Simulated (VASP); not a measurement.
A run of VASP 6.6.1:

File INCAR:

```
ALGO     = Normal         # electronic algorithm
EDIFF    = 1E-7           # SCF threshold, eV
ENCUT    = 520            # plane-wave cutoff, eV
GGA      = PE             # functional
ISIF     = 2              # what is computed and relaxed
ISMEAR   = 0              # smearing method
ISPIN    = 2              # spin polarisation
LASPH    = True           # aspherical terms in the spheres
LCHARG   = False          # write CHGCAR
LDAU     = True           # DFT+U
LDAUJ    = 0 0          
LDAUL    = 2 -1           # shell
LDAUPRINT= 1            
LDAUTYPE = 2            
LDAUU    = 5.3 0          # U, eV
LMAXMIX  = 4              # l up to which the mixer works
LORBIT   = 11             # projections on sites
LREAL    = False          # projectors in reciprocal space
LWAVE    = False          # write WAVECAR
MAGMOM   = 3.9 0.17       # initial moments
NBANDS   = 18             # bands
NELM     = 150            # most SCF steps
PREC     = Accurate       # precision mode
SIGMA    = 0.02           # smearing width, eV
```

The input KPOINTS:

```
k-points
0
Gamma
  12 12 12
```

File POSCAR:

```
FeO
1.0
    1.5990165872      0.9231926571      2.5110766541
   -1.5990165872      0.9231926571      2.5110766541
    0.0000000000     -1.8463853141      2.5110766542
Fe O
1 1
Direct
    0.0000000000      0.0000000000      0.0000000000
    0.5000000000      0.5000000000      0.5000000000
```

Potentials or basis: VASP PAW PBE potentials, release 64 (Fe, O).

The run is started by

```console
$ cat potpaw_PBE.64/Fe/POTCAR potpaw_PBE.64/O/POTCAR > POTCAR
$ mpirun -np 1 vasp_std > vasp.out
```

Hardware: 1 thread of Intel(R) Xeon(R) 6975P-C (Granite Rapids) (shared host).

Q: Estimate the wall time of this run.

A: Run time: 85 s on 1 thread of Intel(R) Xeon(R) 6975P-C (Granite Rapids), with other jobs on the host, peak memory 0.23 GiB. Counts: scf iterations 21, k points 189.
